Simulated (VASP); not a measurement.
# Be2AlI (P-4m2) in VASP: further runs

The runs below take Be2AlI through single point, relaxation of cell and atoms, with PBE.

All numbers are computed with VASP 6.6.1; they aren't measurements. Logs are shortened: lines on timing, memory, paths and dates and some standing lists are left out, and cuts for length are marked.

### Step 1. The cell of the first run

It takes space group P-4m2 (No. 115, tetragonal). The conventional cell has a = 3.817 Å, b = 3.817 Å, c = 5.392 Å, α = 90.00°, β = 90.00°, γ = 90.00°. Be (site symmetry 2mm) has 2 Al at 2.30 Å and 2 I at 2.38 Å within 3.0 Å. Within 3.0 Å of Al (site symmetry -4m2) lie 4 Be at 2.30 Å. Within 3.1 Å of I (site symmetry -4m2) lie 4 Be at 2.38 Å.

### Step 2. Single point, PBE

The input, INCAR:

```
SYSTEM = Be2AlI
PREC     = Accurate       ! precision mode
ENCUT    = 520            ! plane-wave cutoff, eV
EDIFF    = 1E-6           ! SCF threshold, eV
ISMEAR   = 0              ! smearing method
SIGMA    = 0.1            ! smearing width, eV
LREAL    = .FALSE.        ! projectors in reciprocal space
LASPH    = .TRUE.         ! aspherical terms in the spheres
NELM     = 100            ! most SCF steps
ALGO     = Normal         ! electronic algorithm
ISIF     = 2              ! what is computed and relaxed
LWAVE    = .FALSE.        ! write WAVECAR
LCHARG   = .FALSE.        ! write CHGCAR
GGA      = PE             ! functional
NBANDS   = 15             ! bands
```

The input, KPOINTS:

```
regular mesh
0
G
  4 4 4
  0 0 0
```

The input, POSCAR:

```
Be2AlI
1.0
    3.8173854700      0.0000000000      0.0000000000
    0.0000000000      3.8173854700      0.0000000000
    0.0000000000      0.0000000000      5.3922985400
Be Al I
2 1 1
Direct
    0.5000000000      0.0000000000      0.7630636100
    0.0000000000      0.5000000000      0.2369363900
    0.5000000000      0.5000000000      0.0000000000
    0.0000000000      0.0000000000      0.5000000000
```

Potentials or basis: VASP PAW PBE potentials, release 64 (Be, Al, I).

Run with:

```console
$ cat potpaw_PBE.64/Be/POTCAR potpaw_PBE.64/Al/POTCAR potpaw_PBE.64/I/POTCAR > POTCAR
$ mpirun -np 1 vasp_std > vasp.out
```

OUTCAR:

```text
SYSTEM = Be2AlI
   PREC = Accurate
   ENCUT = 520
   EDIFF = 1E-6
   ISMEAR = 0
   LREAL = .FALSE.
   LASPH = .TRUE.
   NELM = 100
   ISIF = 2
   GGA = PE

 ion  position               nearest neighbor table
   1  0.500  0.000  0.763-   3 2.30   3 2.30   4 2.38   4 2.38
   2  0.000  0.500  0.237-   3 2.30   3 2.30   4 2.38   4 2.38
   3  0.500  0.500  0.000-   1 2.30   2 2.30   1 2.30   2 2.30
   4  0.000  0.000  0.500-   1 2.38   2 2.38   2 2.38   1 2.38

  LATTYP: Found a simple tetragonal cell.
 ALAT       =     3.8173854700
 C/A-ratio  =     1.4125632799

  Lattice vectors:

 A1 = (   3.8173854700,   0.0000000000,   0.0000000000)
 A2 = (   0.0000000000,   3.8173854700,   0.0000000000)
 A3 = (   0.0000000000,   0.0000000000,   5.3922985400)

Analysis of symmetry for initial positions (statically):
=====================================================================
 Subroutine PRICEL returns:
 Original cell was already a primitive cell.

 Routine SETGRP: Setting up the symmetry group for a
 simple tetragonal supercell.

 Subroutine GETGRP returns: Found  8 space group operations
 (whereof  8 operations were pure point group operations)
 out of a pool of 16 trial point group operations.

The static configuration has the point symmetry D_2d.

Analysis of symmetry for dynamics (positions and initial velocities):
=====================================================================
 Subroutine PRICEL returns:
 Original cell was already a primitive cell.

 Routine SETGRP: Setting up the symmetry group for a
 simple tetragonal supercell.

 Subroutine GETGRP returns: Found  8 space group operations
 (whereof  8 operations were pure point group operations)
 out of a pool of 16 trial point group operations.

The dynamic configuration has the point symmetry D_2d.

 Subroutine INISYM returns: Found  8 space group operations
 (whereof  8 operations are pure point group operations),
 and found     1 'primitive' translations

----------------------------------------------------------------------------------------

                                     Primitive cell

  volume of cell :      78.5789

  direct lattice vectors                    reciprocal lattice vectors
     3.817385470  0.000000000  0.000000000     0.261959398  0.000000000  0.000000000
     0.000000000  3.817385470  0.000000000     0.000000000  0.261959398  0.000000000
     0.000000000  0.000000000  5.392298540     0.000000000  0.000000000  0.185449673

  length of vectors
     3.817385470  3.817385470  5.392298540     0.261959398  0.261959398  0.185449673

  position of ions in fractional coordinates (direct lattice)
     0.500000000  0.000000000  0.763063610
     0.000000000  0.500000000  0.236936390
     0.500000000  0.500000000  0.000000000
     0.000000000  0.000000000  0.500000000

  ion indices of the primitive-cell ions
   primitive index   ion index
                 1           1
                 2           2
                 3           3
                 4           4

----------------------------------------------------------------------------------------

 KPOINTS: regular mesh

Automatic generation of k-mesh.
 Grid dimensions read from file:
 generate k-points for:    4    4    4

 Generating k-lattice:

  Cartesian coordinates                     Fractional coordinates (reciprocal lattice)
     0.065489850  0.000000000  0.000000000     0.250000000  0.000000000  0.000000000
     0.000000000  0.065489850  0.000000000     0.000000000  0.250000000  0.000000000
     0.000000000  0.000000000  0.046362418     0.000000000  0.000000000  0.250000000

  Length of vectors
     0.065489850  0.065489850  0.046362418

  Shift w.r.t. Gamma in fractional coordinates (k-lattice)
     0.000000000  0.000000000  0.000000000

 Subroutine IBZKPT returns following result:
 ===========================================

 Found     18 irreducible k-points:

 Following reciprocal coordinates:
            Coordinates               Weight
  0.000000  0.000000  0.000000      1.000000
  0.250000  0.000000  0.000000      4.000000
  0.500000  0.000000  0.000000      2.000000
  0.250000  0.250000  0.000000      4.000000
  0.500000  0.250000  0.000000      4.000000
  0.500000  0.500000  0.000000      1.000000
[... 10 lines left out ...]
  0.500000  0.250000  0.500000      4.000000
  0.500000  0.500000  0.500000      1.000000
   k-points           NKPTS =     18   k-points in BZ     NKDIM =     18   number of bands    NBANDS=     15
   number of dos      NEDOS =    301   number of ions     NIONS =      4
   total plane-waves  NPLWV =  31360
   dimension x,y,z NGX =    28 NGY =   28 NGZ =   40
   dimension x,y,z NGXF=    56 NGYF=   56 NGZF=   80
   ions per type =               2   1   1
   NGX,Y,Z   is equivalent  to a cutoff of  12.19, 12.19, 12.33 a.u.
   NGXF,Y,Z  is equivalent  to a cutoff of  24.39, 24.39, 24.66 a.u.
 SYSTEM =  Be2AlI
   PREC   = accura    normal or accurate (medium, high low for compatibility)
   ISTART =      0    job   : 0-new  1-cont  2-samecut
   ICHARG =      2    charge: 1-file 2-atom 10-const
   ISPIN  =      1    spin polarized calculation?
   LNONCOLLINEAR =      F non collinear calculations
   LSORBIT =      F    spin-orbit coupling
   LASPH  =      T    aspherical Exc in radial PAW
   ENCUT  =  520.0 eV  38.22 Ry    6.18 a.u.   7.10  7.10 10.03*2*pi/ulx,y,z
   NELM   =    100;   NELMIN=  2; NELMDL= -5     # of ELM steps
   EDIFF  = 0.1E-05   stopping-criterion for ELM
   LREAL  =      F    real-space projection
   EDIFFG = 0.1E-04   stopping-criterion for IOM
   NSW    =      0    number of steps for IOM
   IBRION =     -1    ionic relax: 0-MD 1-quasi-New 2-CG
   NFREE  =      0    steps in history (QN), initial steepest desc. (CG)
   ISIF   =      2    stress and relaxation
   ISYM   =      2    0-nonsym 1-usesym 2-fastsym
   POTIM  = 0.5000    time-step for ionic-motion
   TEBEG  =    0.0;   TEEND  =   0.0 temperature during run
   PSTRESS=    0.0 pullay stress
   NELECT =      14.0000    total number of electrons
   NUPDOWN=      -1.0000    fix difference up-down
   EMIN   =  10.00;   EMAX   =-10.00  energy-range for DOS
   EFERMI =   0.00;   METHOD = LEGACY
   ISMEAR =     0;   SIGMA  =   0.10  broadening in eV -4-tet -1-fermi 0-gaus
   EFERMI_NEDOS =   21; number of points for ismear=-14 and -15
   IALGO  =     38    algorithm
   IMIX   =      4    mixing-type and parameters
     AMIX     =   0.40;   BMIX     =  1.00
     AMIX_MAG =   1.60;   BMIX_MAG =  1.00
  volume/ion in A,a.u.               =      19.64       132.57
  Fermi-wavevector in a.u.,A,eV,Ry     =   0.921189  1.740795 11.545763  0.848590
  Thomas-Fermi vector in A             =   2.046578
   LORBIT       =      0    0 simple, 1 ext, 2 COOP (PROOUT), +10 PAW based schemes
   GGA     = PE    functional components
   LHFCALC =     F    Hartree Fock is set to
   AEXX    =    0.0000 exact exchange contribution
   IVDW    =     0    specifies the selected vdW correction
   LEPSILON=     F    determine dielectric tensor
   LRPA    =     F    only Hartree local field effects (RPA)
 non-spin polarized calculation
 Gauss-broadening in eV      SIGMA  =   0.10
  energy-cutoff  :      520.00
  volume of cell :       78.58
 maximum number of plane-waves:      2130
   NGX = 15   NGY = 15   NGZ = 21

 number of electron      14.0000000 magnetization

 Free energy of the ion-electron system (eV)
  ---------------------------------------------------
  ext. energy  EPLUGINS =         0.00000000
  ---------------------------------------------------
  free energy    TOTEN  =        -9.66857110 eV

  energy without entropy =       -9.65306658  energy(sigma->0) =       -9.66081884

 E-fermi :   5.2396     XC(G=0):  -9.1178

 val. band max:        5.1942705324   @ k =   0.2500   0.2500   0.0000
 cond. band min:       5.2786158598   @ k =   0.2500   0.2500   0.2500
 fundamental gap:      0.0843453274
 Fermi energy:         5.2395502262

 k-point     1 :       0.0000    0.0000    0.0000
  band No.  band energies     occupation
      1     -10.2823      2.00000
      2      -1.0813      2.00000
      3      -0.7225      2.00000
      4       0.9305      2.00000
      5       0.9305      2.00000
      6       6.3394      0.00000
      7       6.5266      0.00000
      8       7.1165      0.00000
      9       7.1528      0.00000
     10       7.1528      0.00000
     11       8.7698      0.00000
     12       8.7698      0.00000
     13       9.2960      0.00000
     14      11.8822      0.00000
     15      14.0360      0.00000

 k-point     2 :       0.2500    0.0000    0.0000
  band No.  band energies     occupation
      1     -10.0549      2.00000
      2      -1.4402      2.00000
      3      -0.7348      2.00000
      4       0.4596      2.00000
      5       1.1711      2.00000
      6       4.8126      2.00000
      7       4.9883      1.99962
      8       6.9723      0.00000
      9       7.0669      0.00000
     10       9.2278      0.00000
     11       9.4378      0.00000
     12       9.8608      0.00000
     13      10.5135      0.00000
     14      12.5582      0.00000
     15      13.1604      0.00000
[... 257 lines left out ...]
      3      -0.7850      2.00000
      4      -0.1374      2.00000
      5       0.6207      2.00000
      6       3.9744      2.00000
      7       4.5236      2.00000
      8       5.0925      1.96246
      9       8.8058      0.00000
     10       9.1912      0.00000
     11       9.7341      0.00000
     12      10.6392      0.00000
     13      10.7503      0.00000
     14      13.0782      0.00000
     15      13.4151      0.00000

 k-point    18 :       0.5000    0.5000    0.5000
  band No.  band energies     occupation
      1      -9.3192      2.00000
      2      -1.4190      2.00000
      3      -1.4190      2.00000
      4      -0.2704      2.00000
      5       1.6411      2.00000
      6       3.2055      2.00000
      7       3.2055      2.00000
      8       3.3940      2.00000
      9       9.7244      0.00000
     10      10.1998      0.00000
     11      10.3166      0.00000
     12      10.3166      0.00000
     13      11.9849      0.00000
     14      11.9849      0.00000
     15      12.0211      0.00000

------------------------ aborting loop because EDIFF is reached ----------------------------------------

  FORCE on cell =-STRESS in cart. coord.  units (eV):
  Direction    XX          YY          ZZ          XY          YZ          ZX
  --------------------------------------------------------------------------------------
  -------------------------------------------------------------------------------------
  Total        2.1863230      2.1863230      5.4626845      0.0000000      0.0000000      0.0000000
  in kB       44.5778317     44.5778317    111.3809037      0.0000000      0.0000000      0.0000000
  external PRESSURE =      66.8455224 kB  Pullay stress =       0.0000000 kB

 VOLUME and BASIS-vectors are now :
 -----------------------------------------------------------------------------
  energy-cutoff  :      520.00
  volume of cell :       78.58
      direct lattice vectors                 reciprocal lattice vectors
     3.817385470  0.000000000  0.000000000     0.261959398  0.000000000  0.000000000
     0.000000000  3.817385470  0.000000000     0.000000000  0.261959398  0.000000000
     0.000000000  0.000000000  5.392298540     0.000000000  0.000000000  0.185449673

 POSITION                                       TOTAL-FORCE (eV/Angst)
 -----------------------------------------------------------------------------------
      1.90869      0.00000      4.11467        -0.000000      0.000000      0.029001
      0.00000      1.90869      1.27763         0.000000      0.000000     -0.029001
      1.90869      1.90869      0.00000         0.000000      0.000000      0.000000
      0.00000      0.00000      2.69615         0.000000      0.000000      0.000000
 -----------------------------------------------------------------------------------
    total drift:                               -0.000000     -0.000000      0.000000

  FREE ENERGIE OF THE ION-ELECTRON SYSTEM (eV)
  ---------------------------------------------------
  free  energy   TOTEN  =        -9.6685710982 eV

  energy  without entropy=       -9.6530665768  energy(sigma->0) =       -9.66081884
```

It took 46 s on 1 thread of AMD EPYC 7R13, shared host; peak memory 0.16 GiB.

Results:

```
Free energy            : -9.6686 eV
Pressure               : 6.7 GPa
Largest force          : 0.029 eV/Å
Band gap on the k mesh : zero (band 7 reaches 6.53 eV, above the bottom of band 8 at 3.39 eV)
```

Forces in eV/Å, atoms in the order of the input:
```
Be   0.000  0.000  0.029
Be   0.000  0.000 -0.029
Al   0.000  0.000  0.000
I    0.000  0.000  0.000
```

Caveat: the k points lie up to 0.41 Å⁻¹ apart; spin-orbit coupling is left out, which moves the levels of the heavy elements.

(Part 1 of 3 ends here.)
